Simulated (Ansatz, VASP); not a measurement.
# AlN: VASP beside Ansatz

File POSCAR:

```
AlN
1.0
    3.1532941678      0.0000000000      0.0000000000
   -1.5766470839      2.7308328549      0.0000000000
    0.0000000000      0.0000000000      4.9360797740
Al N
2 2
Direct
    0.3333333333      0.6666666667     -0.0053356497
    0.6666666667      0.3333333333      0.4946643503
    0.3333333333      0.6666666667      0.3803356497
    0.6666666667      0.3333333333      0.8803356497
```

Contents of INCAR.step1:

```
SYSTEM = AlN
  PREC = Accurate
  ENCUT = 520
  EDIFF = 1E-5
  ISMEAR = 0
  SIGMA = 0.01
  LREAL = .FALSE.
  LASPH = .TRUE.
  NELM = 80
  ALGO = Normal
  ISIF = 2
  LWAVE = .TRUE.
  NBANDS = 16
  GGA = PE
```

File INCAR.step2:

```
SYSTEM = AlN
  PREC = Accurate
  ENCUT = 520
  EDIFF = 1E-6
  ISMEAR = 0
  SIGMA = 0.01
  LREAL = .FALSE.
  LASPH = .TRUE.
  NELM = 80
  ALGO = Normal
  ISIF = 2
  LWAVE = .FALSE.
  LCHARG = .TRUE.
  GGA = PE
  LHFCALC = .TRUE.
  HFSCREEN = 0.2079
  PRECFOCK = Normal
  LELF = .TRUE.
  LVHAR = .TRUE.
  NBANDS = 16
  ISTART = 1
```

File KPOINTS:

```
regular mesh
0
G
  6 6 4
  0 0 0
```

Input for Ansatz:

```yaml
crystal:
  lattice:
    - [3.1532941678, 0.0, 0.0]
    - [-1.5766470839, 2.7308328549, 0.0]
    - [0.0, 0.0, 4.936079774]
  atoms:
    - { symbol: Al, position: [0.3333333333, 0.6666666667, -0.0053356497] }
    - { symbol: Al, position: [0.6666666667, 0.3333333333, 0.4946643503] }
    - { symbol: "N", position: [0.3333333333, 0.6666666667, 0.3803356497] }
    - { symbol: "N", position: [0.6666666667, 0.3333333333, 0.8803356497] }
kpoints:
  mp_grid: { grid: [6, 6, 4] }
  band_path:
    path:
      - [0.0, 0.0, 0.0]
      - [0.5, 0.0, 0.0]
      - [0.3333333333, 0.3333333333, 0.0]
      - [0.0, 0.0, 0.5]
      - [0.5, 0.0, 0.5]
      - [0.3333333333, 0.3333333333, 0.5]
    npoints: 1
hamiltonian:
  xc: hse06
scf:
  occupations: { method: fixed }
  n_extra_bands: 5
output:
  forces: true
  stress: true
  eigenvalues: true
```

Change from the starting cell: epitaxial_xy strain +1.5%.

Alike in both runs: task single point; functional HSE06; k mesh 6 × 6 × 4; no spin polarisation.

|  | VASP | Ansatz |
| --- | --- | --- |
| version | VASP 6.6.1 | Ansatz 0.2.0 |
| potentials or method | VASP PAW PBE potentials, release 64 (Al, N) | plane waves, PAW |
| plane-wave cutoff (eV) | 520 | 420 |
| occupations | gaussian, width 0.01 eV | fixed |
| valence electrons in the cell | 16 | 16 |

|  | VASP | Ansatz | Ansatz less VASP |
| --- | --- | --- | --- |
| gap on the k mesh at the Fermi level (eV) | 5.27 | 5.28 | +0.008 |
| pressure (GPa) | -5.4 | -5.2 | +0.17 |
| traceless stress, the component that is largest in VASP (GPa) | 4.48 | 4.33 | -0.148 |
| rms of the force components (eV/Å) | 0.004 | 0.006 | +0.0019 |

Atom by atom the forces differ by 0.002 eV/Å (rms over components). Ansatz's warnings: stress exchange threshold loose, stress scf threshold loose.
